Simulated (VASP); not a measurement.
A run of VASP 6.6.1 is set up as follows.

File POSCAR:

```
TiO
1.0
    4.9890877720      0.0000000000      0.0000000000
   -2.4945438860      4.3206767523      0.0000000000
    0.0000000000      0.0000000000      2.8733134400
Ti O
3 3
Direct
    0.6666666667      0.3333333333      0.5000000000
    0.3333333333      0.6666666667      0.5000000000
    0.0000000000      0.0000000000      0.0000000000
    0.6055592400      0.6055592400      0.0000000000
    0.3944407600      0.0000000000      0.0000000000
    0.0000000000      0.3944407600      0.0000000000
```

INCAR.step1

```
PREC     = Accurate       # precision mode
ENCUT    = 520            # plane-wave cutoff, eV
ISMEAR   = -1             # smearing method
SIGMA    = 0.3            # smearing width, eV
LREAL    = False          # projectors in reciprocal space
LASPH    = True           # aspherical terms in the spheres
NELM     = 80             # most SCF steps
NBANDS   = 36             # bands
GGA      = PE             # functional
ALGO     = Normal         # electronic algorithm
EDIFF    = 1E-4           # SCF threshold, eV
LWAVE    = True           # write WAVECAR
LCHARG   = False          # write CHGCAR
```

File INCAR.step2:

```
PREC     = Accurate       # precision mode
ENCUT    = 520            # plane-wave cutoff, eV
EDIFF    = 1E-6           # SCF threshold, eV
ISMEAR   = -1             # smearing method
SIGMA    = 0.3            # smearing width, eV
LREAL    = False          # projectors in reciprocal space
LASPH    = True           # aspherical terms in the spheres
NELM     = 80             # most SCF steps
ALGO     = Normal         # electronic algorithm
ISIF     = 2              # what is computed and relaxed
LWAVE    = False          # write WAVECAR
LCHARG   = True           # write CHGCAR
METAGGA  = R2SCAN         # meta-GGA
LMIXTAU  = True         
LELF     = True           # ELF
LVHAR    = True         
NBANDS   = 36             # bands
ISTART   = 1
```

KPOINTS

```
Automatic mesh
0
Gamma
  12 12 12
```

Potentials or basis: VASP PAW PBE potentials, release 64 (Ti_sv, O).

Launch:

```sh
$ cat potpaw_PBE.64/Ti_sv/POTCAR potpaw_PBE.64/O/POTCAR > POTCAR
$ cp INCAR.step1 INCAR
$ mpirun -np 1 vasp_std > vasp.out
$ cp INCAR.step2 INCAR
$ mpirun -np 1 vasp_std > vasp.out
```

Task: Estimate the band gap on the k mesh.

Result: Zero (bands 27 and 28 overlap by 1.33 eV).

Task: What does it give for the pressure?

Result: 1.5 GPa.

Task: Predict the largest force.

Result: 0.027 eV/Å.

Forces in eV/Å, atoms in the order of the input:
```
Ti   0.000  0.000  0.000
Ti   0.000  0.000  0.000
Ti   0.000  0.000  0.000
O    0.013  0.023  0.000
O   -0.027  0.000  0.000
O    0.013 -0.023  0.000
```

Caveat: so wide a smearing shifts energies and pressures; the PAW data sets were made with another functional, which shifts forces and pressure a little; semilocal functionals often make such compounds metallic where correlation or magnetic order opens a gap, which also shifts bond lengths.
